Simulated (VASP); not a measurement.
CoSn: single point with PBE

Crystal: CoSn.

```
CELL_PARAMETERS angstrom
5.28741 0.00000 0.00000
-2.64370 4.57903 0.00000
0.00000 0.00000 4.25723
ATOMIC_POSITIONS crystal
Co 0.00000 0.50000 0.00000
Co 0.50000 0.50000 0.00000
Co 0.50000 0.00000 0.00000
Sn 0.66667 0.33333 0.50000
Sn 0.33333 0.66667 0.50000
Sn 0.00000 0.00000 0.00000
```

```json
{"Program": "VASP 6.6.1", "Task": "single point", "Functional": "PBE", "Potentials or basis": "VASP PAW PBE potentials, release 64 (Co, Sn_d)", "Cutoff": "520 eV", "k mesh": "9 × 9 × 8", "Occupations": "fermi-dirac, width 0.15 eV", "Spin": "no spin polarisation", "Dipole correction": "no", "Further INCAR settings": "ALGO = Fast; EDIFF = 1e-06; NBANDS = 44"}
```

- Pressure: -0.1 GPa
- Band gap on the k mesh: zero (an odd number of electrons rules out a gap without spin polarisation)

Stress tensor (GPa, compression positive):
```
-0.05  0.00  0.00
 0.00 -0.05  0.00
 0.00  0.00 -0.15
```

Levels at points of the mesh, in eV from the Fermi level:
| k point | band 30 | band 31 | band 32 | band 33 | band 34 | band 35 | band 36 | band 37 | band 38 | band 39 |
| --- | --- | --- | --- | --- | --- | --- | --- | --- | --- | --- |
| (0.00, 0.00, 0.00) | -0.57 | -0.57 | -0.54 | -0.49 | -0.49 | 0.37 | 0.47 | 1.24 | 1.24 | 2.75 |
| (0.00, 0.00, 0.50) | -1.01 | -1.01 | -0.59 | -0.57 | -0.57 | -0.53 | -0.53 | -0.15 | 0.37 | 1.05 |

Wall time 4.9 min on 1 thread of Intel(R) Xeon(R) Platinum 8488C (Sapphire Rapids) (shared host), peak memory 0.36 GiB.

Caveat: spin-orbit coupling is left out, which moves the levels of the heavy elements; the run has no spin polarisation, though such a crystal can be magnetic. Spin polarisation is off, so any magnetic state and its effect on volume and gap are missing.
